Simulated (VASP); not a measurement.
# SnO2 (P4_2/mnm) in VASP: a series of runs, part 2 of 2

VASP 6.6.1. Earlier steps stand in the parts before.

**3. Single point, r2SCAN**

This run uses another cell than the first one, of the same volume but with other edges.

Contents of POSCAR:

```
SnO2
1.0
    4.4795352104      0.0000000000      0.0000000000
    0.0000000000      4.4795352104      0.0000000000
    0.0000000000      0.0000000000      3.6142164849
Sn O
2 4
Direct
    0.0000000000      0.0000000000      0.0000000000
    0.5000000000      0.5000000000      0.5000000000
    0.3058934984      0.3058934984      0.0000000000
    0.1941065016      0.8058934984      0.5000000000
    0.6941065016      0.6941065016      0.0000000000
    0.8058934984      0.1941065016      0.5000000000
```

Contents of INCAR.step1:

```
SYSTEM = SnO2
PREC     = Accurate       ! precision mode
ENCUT    = 520            ! plane-wave cutoff, eV
ISMEAR   = 0              ! smearing method
SIGMA    = 0.05           ! smearing width, eV
LREAL    = .FALSE.        ! projectors in reciprocal space
LASPH    = .TRUE.         ! aspherical terms in the spheres
NELM     = 60             ! most SCF steps
NBANDS   = 35             ! bands
GGA      = PE             ! functional
ALGO     = Normal         ! electronic algorithm
EDIFF    = 1E-4           ! SCF threshold, eV
LWAVE    = .TRUE.         ! write WAVECAR
LCHARG   = .FALSE.        ! write CHGCAR
```

Contents of INCAR.step2:

```
SYSTEM = SnO2
PREC     = Accurate       ! precision mode
ENCUT    = 520            ! plane-wave cutoff, eV
EDIFF    = 1E-6           ! SCF threshold, eV
ISMEAR   = 0              ! smearing method
SIGMA    = 0.05           ! smearing width, eV
LREAL    = .FALSE.        ! projectors in reciprocal space
LASPH    = .TRUE.         ! aspherical terms in the spheres
NELM     = 60             ! most SCF steps
ALGO     = Normal         ! electronic algorithm
ISIF     = 2              ! what is computed and relaxed
LWAVE    = .FALSE.        ! write WAVECAR
LCHARG   = .TRUE.         ! write CHGCAR
METAGGA  = R2SCAN         ! meta-GGA
LMIXTAU  = .TRUE.       
LELF     = .TRUE.         ! ELF
LVHAR    = .TRUE.       
NBANDS   = 35             ! bands
ISTART   = 1
```

Contents of KPOINTS:

```
Automatic mesh
0
G
  6 6 10
  0 0 0
```

Potentials or basis: VASP PAW PBE potentials, release 64 (Sn_d, O).

The run is started by

```
cat potpaw_PBE.64/Sn_d/POTCAR potpaw_PBE.64/O/POTCAR > POTCAR
cp INCAR.step1 INCAR
mpirun -np 1 vasp_std > vasp.out
cp INCAR.step2 INCAR
mpirun -np 1 vasp_std > vasp.out
```

OUTCAR:

```text
SYSTEM = SnO2
   PREC = Accurate
   ENCUT = 520
   EDIFF = 1E-6
   ISMEAR = 0
   LREAL = .FALSE.
   LASPH = .TRUE.
   NELM = 60
   ISIF = 2
   METAGGA = R2SCAN
   ISTART = 1

 ion  position               nearest neighbor table
   1  0.000  0.000  0.000-   3 1.94   5 1.94   4 2.19   6 2.19   4 2.19   6 2.19   2 3.65   2 3.65
                             2 3.65   2 3.65   2 3.65   2 3.65   2 3.65   2 3.65
   2  0.500  0.500  0.500-   4 1.94   6 1.94   5 2.19   3 2.19   3 2.19   5 2.19   1 3.65   1 3.65
                             1 3.65   1 3.65   1 3.65   1 3.65   1 3.65   1 3.65
   3  0.306  0.306  0.000-   1 1.94   2 2.19   2 2.19
   4  0.194  0.806  0.500-   2 1.94   1 2.19   1 2.19
   5  0.694  0.694  0.000-   1 1.94   2 2.19   2 2.19
   6  0.806  0.194  0.500-   2 1.94   1 2.19   1 2.19

  LATTYP: Found a simple tetragonal cell.
 ALAT       =     4.4795352104
 C/A-ratio  =     0.8068284577

  Lattice vectors:

 A1 = (   4.4795352104,   0.0000000000,   0.0000000000)
 A2 = (   0.0000000000,   4.4795352104,   0.0000000000)
 A3 = (   0.0000000000,   0.0000000000,   3.6142164849)

Analysis of symmetry for initial positions (statically):
=====================================================================
 Subroutine PRICEL returns:
 Original cell was already a primitive cell.

 Routine SETGRP: Setting up the symmetry group for a
 simple tetragonal supercell.

 Subroutine GETGRP returns: Found 16 space group operations
 (whereof  8 operations were pure point group operations)
 out of a pool of 16 trial point group operations.

The static configuration has the point symmetry D_2h.
 The point group associated with its full space group is D_4h.

Analysis of symmetry for dynamics (positions and initial velocities):
=====================================================================
 Subroutine PRICEL returns:
 Original cell was already a primitive cell.

 Routine SETGRP: Setting up the symmetry group for a
 simple tetragonal supercell.

 Subroutine GETGRP returns: Found 16 space group operations
 (whereof  8 operations were pure point group operations)
 out of a pool of 16 trial point group operations.

The dynamic configuration has the point symmetry D_2h.
 The point group associated with its full space group is D_4h.

 Subroutine INISYM returns: Found 16 space group operations
 (whereof  8 operations are pure point group operations),
 and found     1 'primitive' translations

----------------------------------------------------------------------------------------

                                     Primitive cell

  volume of cell :      72.5237

  direct lattice vectors                    reciprocal lattice vectors
     4.479535210  0.000000000  0.000000000     0.223237446  0.000000000  0.000000000
     0.000000000  4.479535210  0.000000000     0.000000000  0.223237446  0.000000000
     0.000000000  0.000000000  3.614216485     0.000000000  0.000000000  0.276685142

  length of vectors
     4.479535210  4.479535210  3.614216485     0.223237446  0.223237446  0.276685142

  position of ions in fractional coordinates (direct lattice)
     0.000000000  0.000000000  0.000000000
     0.500000000  0.500000000  0.500000000
     0.305893498  0.305893498  0.000000000
     0.194106502  0.805893498  0.500000000
[... 42 lines left out ...]
  0.333333  0.000000  0.000000      4.000000
  0.500000  0.000000  0.000000      2.000000
  0.166667  0.166667  0.000000      4.000000
  0.333333  0.166667  0.000000      8.000000
[... 16 lines left out ...]
  0.333333  0.000000  0.200000      8.000000
  0.500000  0.000000  0.200000      4.000000
 [... further k-points ...]
   k-points           NKPTS =     60   k-points in BZ     NKDIM =     60   number of bands    NBANDS=     35
   number of dos      NEDOS =    301   number of ions     NIONS =      6
   total plane-waves  NPLWV =  36288
   dimension x,y,z NGX =    36 NGY =   36 NGZ =   28
   dimension x,y,z NGXF=    72 NGYF=   72 NGZF=   56
   ions per type =               2   4
   NGX,Y,Z   is equivalent  to a cutoff of  13.36, 13.36, 12.88 a.u.
   NGXF,Y,Z  is equivalent  to a cutoff of  26.72, 26.72, 25.76 a.u.
 SYSTEM =  SnO2
   PREC   = accura    normal or accurate (medium, high low for compatibility)
   ISTART =      1    job   : 0-new  1-cont  2-samecut
   ICHARG =      0    charge: 1-file 2-atom 10-const
   ISPIN  =      1    spin polarized calculation?
   LNONCOLLINEAR =      F non collinear calculations
   LSORBIT =      F    spin-orbit coupling
   LASPH  =      T    aspherical Exc in radial PAW
   ENCUT  =  520.0 eV  38.22 Ry    6.18 a.u.   8.33  8.33  6.72*2*pi/ulx,y,z
   NELM   =     60;   NELMIN=  2; NELMDL=  0     # of ELM steps
   EDIFF  = 0.1E-05   stopping-criterion for ELM
   LREAL  =      F    real-space projection
   EDIFFG = 0.1E-04   stopping-criterion for IOM
   NSW    =      0    number of steps for IOM
   IBRION =     -1    ionic relax: 0-MD 1-quasi-New 2-CG
   NFREE  =      0    steps in history (QN), initial steepest desc. (CG)
   ISIF   =      2    stress and relaxation
   ISYM   =      2    0-nonsym 1-usesym 2-fastsym
   POTIM  = 0.5000    time-step for ionic-motion
   TEBEG  =    0.0;   TEEND  =   0.0 temperature during run
   PSTRESS=    0.0 pullay stress
   NELECT =      52.0000    total number of electrons
   NUPDOWN=      -1.0000    fix difference up-down
   EMIN   =  10.00;   EMAX   =-10.00  energy-range for DOS
   EFERMI =   0.00;   METHOD = LEGACY
   ISMEAR =     0;   SIGMA  =   0.05  broadening in eV -4-tet -1-fermi 0-gaus
   EFERMI_NEDOS =   21; number of points for ismear=-14 and -15
   IALGO  =     38    algorithm
   IMIX   =      4    mixing-type and parameters
     AMIX     =   0.40;   BMIX     =  1.00
     AMIX_MAG =   1.60;   BMIX_MAG =  1.00
  volume/ion in A,a.u.               =      12.09        81.57
  Fermi-wavevector in a.u.,A,eV,Ry     =   1.465264  2.768948 29.211695  2.146999
  Thomas-Fermi vector in A             =   2.581142
   LORBIT       =      0    0 simple, 1 ext, 2 COOP (PROOUT), +10 PAW based schemes
   METAGGA = R2SCAN    functional components
   LHFCALC =     F    Hartree Fock is set to
   AEXX    =    0.0000 exact exchange contribution
   IVDW    =     0    specifies the selected vdW correction
   LEPSILON=     F    determine dielectric tensor
   LRPA    =     F    only Hartree local field effects (RPA)
 non-spin polarized calculation
 Gauss-broadening in eV      SIGMA  =   0.05
  energy-cutoff  :      520.00
  volume of cell :       72.52
 maximum number of plane-waves:      1973
 NGX is ok and might be reduce to    36

 number of electron      51.9999999 magnetization

 Free energy of the ion-electron system (eV)
  ---------------------------------------------------
  ext. energy  EPLUGINS =         0.00000000
  ---------------------------------------------------
  free energy    TOTEN  =       -83.60801789 eV

  energy without entropy =      -83.60801789  energy(sigma->0) =      -83.60801789

 E-fermi :   5.7178     XC(G=0): -12.0284

 val. band max:        5.4591524871   @ k =   0.0000   0.0000   0.0000
 cond. band min:       7.0258217172   @ k =   0.0000   0.0000   0.0000
 fundamental gap:      1.5666692301
 Fermi energy:         5.7178345774

 k-point     1 :       0.0000    0.0000    0.0000
  band No.  band energies     occupation
      1     -16.2160      2.00000
      2     -15.4812      2.00000
      3     -15.0069      2.00000
      4     -14.9840      2.00000
      5     -14.9840      2.00000
      6     -14.9733      2.00000
[... 901 lines left out ...]
     34      18.8278      0.00000
     35      19.4042      0.00000

 [... further k-points ...]

------------------------ aborting loop because EDIFF is reached ----------------------------------------

  FORCE on cell =-STRESS in cart. coord.  units (eV):
  Direction    XX          YY          ZZ          XY          YZ          ZX
  --------------------------------------------------------------------------------------
  -------------------------------------------------------------------------------------
  Total        5.1358086      5.1358086    -10.6207550      0.0000000      0.0000000      0.0000000
  in kB      113.4591018    113.4591018   -234.6312756      0.0000000      0.0000000      0.0000000
  external PRESSURE =      -2.5710240 kB  Pullay stress =       0.0000000 kB

 VOLUME and BASIS-vectors are now :
 -----------------------------------------------------------------------------
  energy-cutoff  :      520.00
  volume of cell :       72.52
      direct lattice vectors                 reciprocal lattice vectors
     4.479535210  0.000000000  0.000000000     0.223237446  0.000000000  0.000000000
     0.000000000  4.479535210  0.000000000     0.000000000  0.223237446  0.000000000
     0.000000000  0.000000000  3.614216485     0.000000000  0.000000000  0.276685142

 POSITION                                       TOTAL-FORCE (eV/Angst)
 -----------------------------------------------------------------------------------
      0.00000      0.00000      0.00000         0.000000      0.000000      0.000000
      2.23977      2.23977      1.80711         0.000000      0.000000      0.000000
      1.37026      1.37026      0.00000         0.561995      0.561995      0.000000
      0.86951      3.61003      1.80711        -0.561995      0.561995      0.000000
      3.10927      3.10927      0.00000        -0.561995     -0.561995     -0.000000
      3.61003      0.86951      1.80711         0.561995     -0.561995     -0.000000
 -----------------------------------------------------------------------------------
    total drift:                                0.000000      0.000000      0.000000

  FREE ENERGIE OF THE ION-ELECTRON SYSTEM (eV)
  ---------------------------------------------------
  free  energy   TOTEN  =       -83.6080178948 eV

  energy  without entropy=      -83.6080178948  energy(sigma->0) =      -83.60801789
```

It took 9.3 min on 1 thread of Intel Xeon 8259CL, shared host; peak memory 0.27 GiB.

What came out:

| Quantity | Value |
| --- | --- |
| Free energy | -83.6080 eV |
| Pressure | -0.3 GPa |
| Largest force | 0.795 eV/Å |
| Band gap on the k mesh | 1.57 eV |

Forces in eV/Å, atoms in the order of the input:
```
Sn   0.000  0.000  0.000
Sn   0.000  0.000  0.000
O    0.562  0.562  0.000
O   -0.562  0.562  0.000
O   -0.562 -0.562  0.000
O    0.562 -0.562  0.000
```

Levels at points of the mesh, in eV from the valence-band top:
| k point | band 23 | band 24 | band 25 | band 26 | band 27 | band 28 | band 29 | band 30 |
| --- | --- | --- | --- | --- | --- | --- | --- | --- |
| (0.00, 0.00, 0.00) | -1.31 | -0.48 | -0.48 | 0.00 | 1.57 | 5.51 | 5.99 | 5.99 |
| (0.50, 0.00, 0.00) | -1.20 | -1.20 | -0.44 | -0.44 | 5.01 | 5.01 | 6.90 | 6.90 |
| (0.50, 0.50, 0.00) | -1.48 | -1.48 | -0.38 | -0.38 | 5.07 | 5.07 | 7.74 | 7.74 |
| (0.00, 0.00, 0.50) | -1.58 | -1.58 | -1.00 | -1.00 | 6.45 | 6.45 | 9.52 | 9.52 |
| (0.50, 0.00, 0.50) | -0.77 | -0.77 | -0.16 | -0.16 | 7.10 | 7.10 | 9.26 | 9.26 |
| (0.50, 0.50, 0.50) | -0.60 | -0.60 | -0.36 | -0.36 | 5.55 | 5.55 | 9.85 | 9.85 |

Caveat: the PAW data sets were made with another functional, which shifts forces and pressure a little; spin-orbit coupling is left out, which moves the levels of the heavy elements.
